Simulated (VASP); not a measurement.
The system is ZnS.

```
Zn S
1.0
     3.81100    0.00000    0.00000
    -1.90550    3.30042    0.00000
     0.00000    0.00000    6.23400
Zn S
2 2
Cartesian
  0.0000 2.2003 0.0000
  1.9055 1.1001 3.1170
  0.0000 2.2003 2.4001
  1.9055 1.1001 5.5171
```

* Program: VASP 6.6.1
* Task: relaxation of cell and atoms
* Functional: PBE
* Potentials or basis: VASP PAW PBE potentials, release 64 (Zn, S)
* Cutoff: 600 eV
* k mesh: 6 × 6 × 4
* Occupations: gaussian, width 0.01 eV
* Spin: no spin polarisation

At the start: pressure 2.5 GPa; volume 19.60 Å³/atom.

How do energy, volume and symmetry change on relaxing?

Over 9 steps the energy falls by 9.8 meV/atom and the volume is 20.20 Å³/atom (+3.0 %); space group P6_3mc (No. 186, to 0.1 Å) before and after.

The path:
```
step  energy change (eV)  largest force (eV/Å)  pressure (GPa)  volume (Å³)
   1              0.0000                0.3237            2.50        78.41
   2             -0.0319                0.0909           -0.85        81.93
   3             -0.0332                0.1294           -0.25        81.29
   4             -0.0332                0.1256           -0.31        81.35
   5             -0.0364                0.0682           -0.11        81.10
   6             -0.0378                0.0150            0.00        80.88
   7             -0.0360                0.1036            0.47        80.44
   8             -0.0379                0.0078            0.08        80.79
   9             -0.0394                0.0049            0.11        80.80
```

Final structure:
```
Zn S
1.0
     3.84878    0.00000    0.00000
    -1.92439    3.33314    0.00000
     0.00000    0.00000    6.29815
Zn S
2 2
Cartesian
  0.0000 2.2221 0.0315
  1.9244 1.1110 3.1806
  0.0000 2.2221 2.3933
  1.9244 1.1110 5.5424
```
